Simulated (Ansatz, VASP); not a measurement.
**KTaO3 in VASP and in Ansatz**

```xyz
5
Lattice="3.8687 0.0000 0.0000 0.0000 3.8687 0.0000 0.0000 0.0000 3.9883" Properties=species:S:1:pos:R:3 pbc="T T T"
K     1.9343    1.9343    1.9942
Ta    0.0000    0.0000    0.0000
O     1.9343    0.0000    0.0000
O     0.0000    1.9343    0.0000
O     0.0000    0.0000    1.9942
```

Change from the starting cell: equal xx and yy strain of -3 %.

Alike in both runs: task single point; functional LDA; k mesh 5 × 5 × 5; occupations fermi-dirac, width 0.01 eV; no spin polarisation.

|  | VASP | Ansatz |
| --- | --- | --- |
| version | VASP 6.6.1 | Ansatz 0.2.0 |
| potentials or method | VASP PAW LDA potentials, release 64 (K_sv, Ta_pv, O), cutoff 520 eV | all-electron LAPW, scalar-relativistic |

VASP gave:

| Property | Result |
| --- | --- |
| gap on the k mesh at the Fermi level (eV) | 2.23 |
| pressure (GPa) | 9.9 |
| traceless stress, the component that is largest in VASP (GPa) | -9.33 |

**Question.** Estimate Ansatz's values.

**Answer.** gap on the k mesh at the Fermi level (eV): 2.29; pressure (GPa): 8.3; traceless stress, the component that is largest in VASP (GPa): -9.10.

LDA's correlation is that of Perdew and Zunger in VASP and of Perdew and Wang (1992) in Ansatz. Ansatz ran all-electron here, and VASP with PAW potentials.

Spin-orbit coupling is off throughout.
